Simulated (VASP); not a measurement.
**ZrC: single point with PBEsol-based global hybrid with 25 % exact exchange**

The system is ZrC.

```
CELL_PARAMETERS angstrom
0.00000 2.52395 2.52395
2.52395 0.00000 2.52395
2.52395 2.52395 0.00000
ATOMIC_POSITIONS crystal
Zr 0.50000 0.50000 0.50000
C 0.75000 0.75000 0.75000
```

```yaml
Program: VASP 6.6.1
Task: single point
Functional: PBEsol-based global hybrid with 25 % exact exchange
Potentials_or_basis: VASP PAW PBE potentials, release 64 (Zr_sv, C)
Cutoff: 520 eV
k_mesh: 5 × 5 × 5
Occupations: fermi-dirac, width 0.05 eV
Spin: no spin polarisation
Dipole_correction: no
Grid_for_exact_exchange_PRECFOCK: Normal
Share_of_exact_exchange: 0.25
Further_INCAR_settings: ALGO = Normal; EDIFF = 1e-06; NBANDS = 15
```

```
Pressure               : 0.1 GPa
Band gap on the k mesh : 2.11 eV
```

Levels at points of the mesh, in eV from the valence-band top:
| k point | band 4 | band 5 | band 6 | band 7 | band 8 | band 9 | band 10 | band 11 | band 12 | band 13 |
| --- | --- | --- | --- | --- | --- | --- | --- | --- | --- | --- |
| (0.00, 0.00, 0.00) | -27.37 | -10.88 | -2.32 | -2.32 | -2.32 | 5.26 | 5.27 | 5.27 | 10.95 | 10.95 |

It took 7.4 min on 1 thread of Intel(R) Xeon(R) Platinum 8259CL CPU @ 2.50GHz (Skylake/Cascade Lake), with other jobs on the host, peak memory 0.17 GiB.

Caveat: the k points lie up to 0.43 Å⁻¹ apart; the PAW data sets were made with another functional, which shifts forces and pressure a little; an odd mesh through Γ misses points on the zone boundary, where band edges can lie.
